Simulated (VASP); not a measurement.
Wanted: the native input for a VASP 6.6.1 run.

| Quantity | Value |
| --- | --- |
| Task | relaxation of cell and atoms |
| Functional | PBE |
| Potentials or basis | VASP PAW PBE potentials, release 64 (Lu, Tl_d) |
| Cutoff | 600 eV |
| k mesh | 6 × 6 × 6 |
| Occupations | gaussian, width 0.1 eV |
| Spin | no spin polarisation |
| Dipole correction | no |
| Further INCAR settings | ALGO = Fast; EDIFF = 1e-06; IBRION = 2; EDIFFG = -0.04; NSW = 90; ISIF = 3 |

The structure of LuTl2 lies in POSCAR:

```
LuTl2
1.0
    5.4451641246      0.0000000000      0.0000000000
   -2.7225820623      4.7156504597      0.0000000000
    0.0000000000      0.0000000000      3.2553464859
Lu Tl
1 2
Direct
    0.0000000000      0.0000000000      0.0000000000
    0.3333333333      0.6666666667      0.5000000000
    0.6666666667      0.3333333333      0.5000000000
```

The input as run:

INCAR

```
SYSTEM = LuTl2
PREC = Accurate
ENCUT = 600
EDIFF = 1E-6
ISMEAR = 0
SIGMA = 0.1
LREAL = .FALSE.
LASPH = .TRUE.
NELM = 100
ALGO = Fast
ISIF = 3
LWAVE = .FALSE.
LCHARG = .FALSE.
GGA = PE
IBRION = 2
NSW = 90
EDIFFG = -0.04
```

KPOINTS

```
Automatic mesh
0
G
  6 6 6
  0 0 0
```

Potentials or basis: VASP PAW PBE potentials, release 64 (Lu, Tl_d).

The run is started by

```sh
$ cat potpaw_PBE.64/Lu/POTCAR potpaw_PBE.64/Tl_d/POTCAR > POTCAR
$ mpirun -np 1 vasp_std > vasp.out
```

It gave:

```
Relaxed volume                         : 27.22 Å³/atom
Relaxed cell                           : a = 5.281 Å, b = 5.281 Å, c = 3.381 Å, α = 90.00°, β = 90.00°, γ = 120.00°
Space group after relaxing (to 0.05 Å) : P6/mmm (No. 191)
Energy gained by relaxing              : 29.2 meV/atom
Ionic steps                            : 5
Pressure after relaxing                : 0.0 GPa
```

Run time: 12 min on 1 thread of Intel(R) Xeon(R) Platinum 8488C (Sapphire Rapids), on a shared host, peak memory 0.32 GiB.
